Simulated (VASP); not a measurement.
# PbS (wurtzite type) (P6_3/mmc) in VASP: notebook, part 2 of 2

VASP 6.6.1. Earlier steps stand in the parts before.

### 3 Single point, PBE

Contents of INCAR:

```
SYSTEM = PbS
ALGO = Normal
EDIFF = 1E-7
ENCUT = 520
GGA = PE
ISIF = 2
ISMEAR = -1
LASPH = .TRUE.
LCHARG = .FALSE.
LREAL = .FALSE.
LWAVE = .FALSE.
NBANDS = 28
NELM = 100
PREC = Accurate
SIGMA = 0.05
```

Contents of KPOINTS:

```
k-points
0
G
  10 10 5
  0 0 0
```

Contents of POSCAR:

```
PbS
1.0
    4.1691829987      0.0000000000      0.0000000000
   -2.0845914993      3.6106183899      0.0000000000
    0.0000000000      0.0000000000      5.0521104356
Pb S
2 2
Direct
    0.3333333333      0.6666666667     -0.0620011179
    0.6666666667      0.3333333333      0.4379988821
    0.3333333333      0.6666666667      0.4380011179
    0.6666666667      0.3333333333      0.9380011179
```

Potentials or basis: VASP PAW PBE potentials, release 64 (Pb_d, S).

Run with:

```sh
> cat potpaw_PBE.64/Pb_d/POTCAR potpaw_PBE.64/S/POTCAR > POTCAR
> mpirun -np 1 vasp_std > vasp.out
```

OUTCAR:

```text
SYSTEM = PbS
   EDIFF = 1E-7
   ENCUT = 520
   GGA = PE
   ISIF = 2
   ISMEAR = -1
   LASPH = .TRUE.
   LREAL = .FALSE.
   NELM = 100
   PREC = Accurate

 ion  position               nearest neighbor table
   1  0.333  0.667  0.938-   4 2.41   4 2.41   4 2.41   3 2.53   3 2.53   2 3.49   2 3.49   2 3.49
                             2 3.49   2 3.49   2 3.49
   2  0.667  0.333  0.438-   3 2.41   3 2.41   3 2.41   4 2.53   4 2.53   1 3.49   1 3.49   1 3.49
                             1 3.49   1 3.49   1 3.49
   3  0.333  0.667  0.438-   2 2.41   2 2.41   2 2.41   1 2.53   1 2.53
   4  0.667  0.333  0.938-   1 2.41   1 2.41   1 2.41   2 2.53   2 2.53

  LATTYP: Found a hexagonal cell.
 ALAT       =     4.1691829987
 C/A-ratio  =     1.2117746900

  Lattice vectors:

 A1 = (   4.1691829987,   0.0000000000,   0.0000000000)
 A2 = (  -2.0845914993,   3.6106183899,   0.0000000000)
 A3 = (   0.0000000000,   0.0000000000,   5.0521104356)

Analysis of symmetry for initial positions (statically):
=====================================================================
 Subroutine PRICEL returns:
 Original cell was already a primitive cell.

 Routine SETGRP: Setting up the symmetry group for a
 hexagonal supercell.

 Subroutine GETGRP returns: Found 24 space group operations
 (whereof  6 operations were pure point group operations)
 out of a pool of 24 trial point group operations.

The static configuration has the point symmetry C_3v.
 The point group associated with its full space group is D_6h.

Analysis of symmetry for dynamics (positions and initial velocities):
=====================================================================
 Subroutine PRICEL returns:
 Original cell was already a primitive cell.

 Routine SETGRP: Setting up the symmetry group for a
 hexagonal supercell.

 Subroutine GETGRP returns: Found 24 space group operations
 (whereof  6 operations were pure point group operations)
 out of a pool of 24 trial point group operations.

The dynamic configuration has the point symmetry C_3v.
 The point group associated with its full space group is D_6h.

 Subroutine INISYM returns: Found 24 space group operations
 (whereof  6 operations are pure point group operations),
 and found     1 'primitive' translations

----------------------------------------------------------------------------------------

                                     Primitive cell

  volume of cell :      76.0511

  direct lattice vectors                    reciprocal lattice vectors
     4.169182999  0.000000000  0.000000000     0.239855147  0.138480434  0.000000000
    -2.084591499  3.610618390  0.000000000     0.000000000  0.276960867  0.000000000
     0.000000000  0.000000000  5.052110436     0.000000000  0.000000000  0.197937082

  length of vectors
     4.169182999  4.169182999  5.052110436     0.276960867  0.276960867  0.197937082

  position of ions in fractional coordinates (direct lattice)
     0.333333333  0.666666667  0.937998882
     0.666666667  0.333333333  0.437998882
     0.333333333  0.666666667  0.438001118
     0.666666667  0.333333333  0.938001118

  ion indices of the primitive-cell ions
   primitive index   ion index
                 1           1
                 2           2
                 3           3
                 4           4

----------------------------------------------------------------------------------------

 KPOINTS: k-points

Automatic generation of k-mesh.
 Grid dimensions read from file:
 generate k-points for:   10   10    5

 Generating k-lattice:

  Cartesian coordinates                     Fractional coordinates (reciprocal lattice)
     0.023985515  0.013848043  0.000000000     0.100000000  0.000000000  0.000000000
     0.000000000  0.027696087  0.000000000     0.000000000  0.100000000  0.000000000
     0.000000000  0.000000000  0.039587416     0.000000000  0.000000000  0.200000000

  Length of vectors
     0.027696087  0.027696087  0.039587416

  Shift w.r.t. Gamma in fractional coordinates (k-lattice)
     0.000000000  0.000000000  0.000000000

 Subroutine IBZKPT returns following result:
 ===========================================

 Found     42 irreducible k-points:

 Following reciprocal coordinates:
            Coordinates               Weight
  0.000000  0.000000  0.000000      1.000000
  0.100000  0.000000  0.000000      6.000000
  0.200000  0.000000  0.000000      6.000000
  0.300000  0.000000  0.000000      6.000000
  0.400000  0.000000  0.000000      6.000000
  0.500000 -0.000000  0.000000      3.000000
[... 16 lines left out ...]
  0.300000  0.100000  0.200000     24.000000
  0.400000  0.100000  0.200000     24.000000
 [... further k-points ...]
   k-points           NKPTS =     42   k-points in BZ     NKDIM =     42   number of bands    NBANDS=     28
   number of dos      NEDOS =    301   number of ions     NIONS =      4
   total plane-waves  NPLWV =  40960
   dimension x,y,z NGX =    32 NGY =   32 NGZ =   40
   dimension x,y,z NGXF=    64 NGYF=   64 NGZF=   80
   ions per type =               2   2
   NGX,Y,Z   is equivalent  to a cutoff of  12.76, 12.76, 13.16 a.u.
   NGXF,Y,Z  is equivalent  to a cutoff of  25.52, 25.52, 26.32 a.u.
 SYSTEM =  PbS
   PREC   = accura    normal or accurate (medium, high low for compatibility)
   ISTART =      0    job   : 0-new  1-cont  2-samecut
   ICHARG =      2    charge: 1-file 2-atom 10-const
   ISPIN  =      1    spin polarized calculation?
   LNONCOLLINEAR =      F non collinear calculations
   LSORBIT =      F    spin-orbit coupling
   LASPH  =      T    aspherical Exc in radial PAW
   ENCUT  =  520.0 eV  38.22 Ry    6.18 a.u.   7.75  7.75  9.39*2*pi/ulx,y,z
   NELM   =    100;   NELMIN=  2; NELMDL= -5     # of ELM steps
   EDIFF  = 0.1E-06   stopping-criterion for ELM
   LREAL  =      F    real-space projection
   EDIFFG = 0.1E-05   stopping-criterion for IOM
   NSW    =      0    number of steps for IOM
   IBRION =     -1    ionic relax: 0-MD 1-quasi-New 2-CG
   NFREE  =      0    steps in history (QN), initial steepest desc. (CG)
   ISIF   =      2    stress and relaxation
   ISYM   =      2    0-nonsym 1-usesym 2-fastsym
   POTIM  = 0.5000    time-step for ionic-motion
   TEBEG  =    0.0;   TEEND  =   0.0 temperature during run
   PSTRESS=    0.0 pullay stress
   NELECT =      40.0000    total number of electrons
   NUPDOWN=      -1.0000    fix difference up-down
   EMIN   =  10.00;   EMAX   =-10.00  energy-range for DOS
   EFERMI =   0.00;   METHOD = LEGACY
   ISMEAR =    -1;   SIGMA  =   0.05  broadening in eV -4-tet -1-fermi 0-gaus
   EFERMI_NEDOS =   21; number of points for ismear=-14 and -15
   IALGO  =     38    algorithm
   IMIX   =      4    mixing-type and parameters
     AMIX     =   0.40;   BMIX     =  1.00
     AMIX_MAG =   1.60;   BMIX_MAG =  1.00
  volume/ion in A,a.u.               =      19.01       128.30
  Fermi-wavevector in a.u.,A,eV,Ry     =   1.321477  2.497230 23.759884  1.746302
  Thomas-Fermi vector in A             =   2.451228
   LORBIT       =      0    0 simple, 1 ext, 2 COOP (PROOUT), +10 PAW based schemes
   GGA     = PE    functional components
   LHFCALC =     F    Hartree Fock is set to
   AEXX    =    0.0000 exact exchange contribution
   IVDW    =     0    specifies the selected vdW correction
   LEPSILON=     F    determine dielectric tensor
   LRPA    =     F    only Hartree local field effects (RPA)
 non-spin polarized calculation
  energy-cutoff  :      520.00
  volume of cell :       76.05
 maximum number of plane-waves:      2065
 NGX is ok and might be reduce to    32
   NGX = 15   NGY = 15   NGZ = 19

 number of electron      40.0000003 magnetization

 Free energy of the ion-electron system (eV)
  ---------------------------------------------------
  ext. energy  EPLUGINS =         0.00000000
  ---------------------------------------------------
  free energy    TOTEN  =        -9.63552900 eV

  energy without entropy =       -9.62255372  energy(sigma->0) =       -9.62904136

 E-fermi :  10.9866     XC(G=0): -11.0355

 val. band max:       10.9412168822   @ k =   0.3000   0.2000   0.4000
 cond. band min:      11.0207107793   @ k =   0.2000   0.2000   0.4000
 fundamental gap:      0.0794938971
 Fermi energy:        10.9865946209

 k-point     1 :       0.0000    0.0000    0.0000
  band No.  band energies     occupation
      1      -8.3757      2.00000
      2      -7.4751      2.00000
      3      -7.3770      2.00000
      4      -7.3770      2.00000
      5      -7.3719      2.00000
      6      -7.3719      2.00000
[... 20 lines left out ...]
     27      16.2667      0.00000
[... 691 lines left out ...]
      6      -7.2401      2.00000
[... 20 lines left out ...]
     27      17.2138      0.00000
     28      18.2753      0.00000

 [... further k-points ...]
[... 5 lines left out ...]
  --------------------------------------------------------------------------------------
  -------------------------------------------------------------------------------------
  Total       32.1787225     32.1787225     32.2470952      0.0000000      0.0000000     -0.0000000
  in kB      677.9130562    677.9130562    679.3534707      0.0000000      0.0000000     -0.0000000
  external PRESSURE =     678.3931944 kB  Pullay stress =       0.0000000 kB

 VOLUME and BASIS-vectors are now :
 -----------------------------------------------------------------------------
  energy-cutoff  :      520.00
  volume of cell :       76.05
      direct lattice vectors                 reciprocal lattice vectors
     4.169182999  0.000000000  0.000000000     0.239855147  0.138480434  0.000000000
    -2.084591499  3.610618390  0.000000000     0.000000000  0.276960867  0.000000000
     0.000000000  0.000000000  5.052110436     0.000000000  0.000000000  0.197937082

 POSITION                                       TOTAL-FORCE (eV/Angst)
 -----------------------------------------------------------------------------------
     -0.00000      2.40708      4.73887         0.000000     -0.000000      0.000000
      2.08459      1.20354      2.21282        -0.000000      0.000000     -0.000000
     -0.00000      2.40708      2.21283        -0.000000      0.000000      0.000000
      2.08459      1.20354      4.73889         0.000000     -0.000000      0.000000
 -----------------------------------------------------------------------------------
    total drift:                               -0.000000      0.000000     -0.009761

  FREE ENERGIE OF THE ION-ELECTRON SYSTEM (eV)
  ---------------------------------------------------
  free  energy   TOTEN  =        -9.6355290043 eV

  energy  without entropy=       -9.6225537170  energy(sigma->0) =       -9.62904136
```

stdout:

```text
POSCAR found type information on POSCAR PbS
 POSCAR found :  2 types and       4 ions
 scaLAPACK will be used
 LDA part: xc-table for (Slater+PW92), standard interpolation
 POSCAR, INCAR and KPOINTS ok, starting setup
 FFT: planning ... GRIDC
 FFT: planning ... GRID_SOFT
 FFT: planning ... GRID
 WAVECAR not read
 entering main loop
```

Wall time 37 s (1 thread of Intel Xeon Platinum 8559C (Emerald Rapids), shared host); peak memory 0.23 GiB.

What came out:

- Free energy: -9.6355 eV
- Pressure: 67.8 GPa
- Band gap on the k mesh: zero (band 20 reaches 11.11 eV, above the bottom of band 21 at 10.89 eV)

Stress tensor (GPa, compression positive):
```
67.79  0.00  0.00
 0.00 67.79  0.00
 0.00  0.00 67.94
```

Levels at points of the mesh, in eV from the Fermi level:
```csv
k point,band 16,band 17,band 18,band 19,band 20,band 21,band 22,band 23,band 24,band 25
"(0.00, 0.00, 0.00)",-6.24,-4.61,-4.18,-4.10,-4.10,0.40,0.40,3.06,3.06,4.03
"(0.50, 0.00, 0.00)",-7.74,-6.31,-5.13,-4.08,-0.82,2.52,3.43,3.72,4.21,5.20
```

Caveat: spin-orbit coupling is left out, which moves the levels of the heavy elements.

### 4 Single point, PBE

This run uses another cell than the first one, of 15.99 Å³/atom, 0.841 times its volume.

Contents of INCAR:

```
ALGO = Normal
EDIFF = 1E-6
ENCUT = 520
GGA = PE
ISIF = 2
ISMEAR = -1
LASPH = T
LCHARG = F
LREAL = F
LWAVE = F
NBANDS = 28
NELM = 80
PREC = Accurate
SIGMA = 0.05
```

Contents of KPOINTS:

```
k-points
0
Gamma
  10 10 6
```

Contents of POSCAR:

```
PbS
1.0
    3.1574913076      0.0000000000      0.0000000000
   -1.5787456538      2.7344676846      0.0000000000
    0.0000000000      0.0000000000      7.4059670695
Pb S
2 2
Direct
    0.0000000000      0.0000000000      0.0000000000
    0.0000000000      0.0000000000      0.5000000000
    0.3333333333      0.6666666667      0.2500000000
    0.6666666667      0.3333333333      0.7500000000
```

Run with:

```sh
> cat potpaw_PBE.64/Pb_d/POTCAR potpaw_PBE.64/S/POTCAR > POTCAR
> mpirun -np 1 vasp_std > vasp.out
```

It took 34 s on 1 thread of Intel Xeon Platinum 8559C (Emerald Rapids), shared host; peak memory 0.22 GiB.

It converged, with:

| Quantity | Value |
| --- | --- |
| Free energy | -10.9694 eV |
| Pressure | 67.8 GPa |
| Band gap on the k mesh | zero (band 20 reaches 15.51 eV, above the bottom of band 21 at 11.60 eV) |

Levels at points of the mesh, in eV from the Fermi level:
| k point | band 18 | band 19 | band 20 | band 21 | band 22 | band 23 |
| --- | --- | --- | --- | --- | --- | --- |
| (0.00, 0.00, 0.00) | -0.61 | -0.61 | 2.92 | 3.61 | 6.04 | 6.04 |
| (0.50, 0.00, 0.00) | -1.83 | -1.72 | -1.15 | -0.75 | -0.17 | 2.78 |
| (0.00, 0.00, 0.50) | -0.99 | -0.99 | -0.99 | 4.55 | 4.55 | 6.56 |
| (0.50, 0.00, 0.50) | -4.84 | -2.78 | -2.78 | 2.40 | 2.40 | 3.12 |

Caveat: spin-orbit coupling is left out, which moves the levels of the heavy elements.

### 5 Single point, PBE

This run uses another cell than the first one, of 15.99 Å³/atom, 0.841 times its volume.

Contents of INCAR:

```
SYSTEM = PbS
PREC = Accurate ; ENCUT = 520
EDIFF = 1E-7 ; ISMEAR = -1
SIGMA = 0.05 ; LREAL = .FALSE.
LASPH = .TRUE. ; NELM = 60
ALGO = Normal ; ISIF = 2
LWAVE = .FALSE. ; LCHARG = .FALSE.
GGA = PE ; NBANDS = 28
```

Contents of KPOINTS:

```
regular mesh
0
G
  10 10 6
  0 0 0
```

POSCAR is that of step 4.

Run with:

```sh
> cat potpaw_PBE.64/Pb_d/POTCAR potpaw_PBE.64/S/POTCAR > POTCAR
> mpirun -np 1 vasp_std > vasp.out
```

Run time: 40 s. Hardware: 1 thread of Intel Xeon Platinum 8559C (Emerald Rapids), shared host; peak memory 0.22 GiB.

Results (log left out):

| Quantity | Value |
| --- | --- |
| Free energy | -10.9694 eV |
| Pressure | 67.8 GPa |
| Band gap on the k mesh | zero (band 20 reaches 15.51 eV, above the bottom of band 21 at 11.60 eV) |

Levels at points of the mesh, in eV from the Fermi level:
| k point | band 17 | band 18 | band 19 | band 20 | band 21 | band 22 | band 23 | band 24 |
| --- | --- | --- | --- | --- | --- | --- | --- | --- |
| (0.00, 0.00, 0.00) | -1.34 | -0.61 | -0.61 | 2.92 | 3.61 | 6.04 | 6.04 | 6.14 |
| (0.50, 0.00, 0.00) | -3.50 | -1.83 | -1.72 | -1.15 | -0.75 | -0.17 | 2.78 | 3.50 |
| (0.00, 0.00, 0.50) | -0.99 | -0.99 | -0.99 | -0.99 | 4.55 | 4.55 | 6.56 | 6.56 |
| (0.50, 0.00, 0.50) | -4.84 | -4.84 | -2.78 | -2.78 | 2.40 | 2.40 | 3.13 | 3.13 |

Caveat: spin-orbit coupling is left out, which moves the levels of the heavy elements.
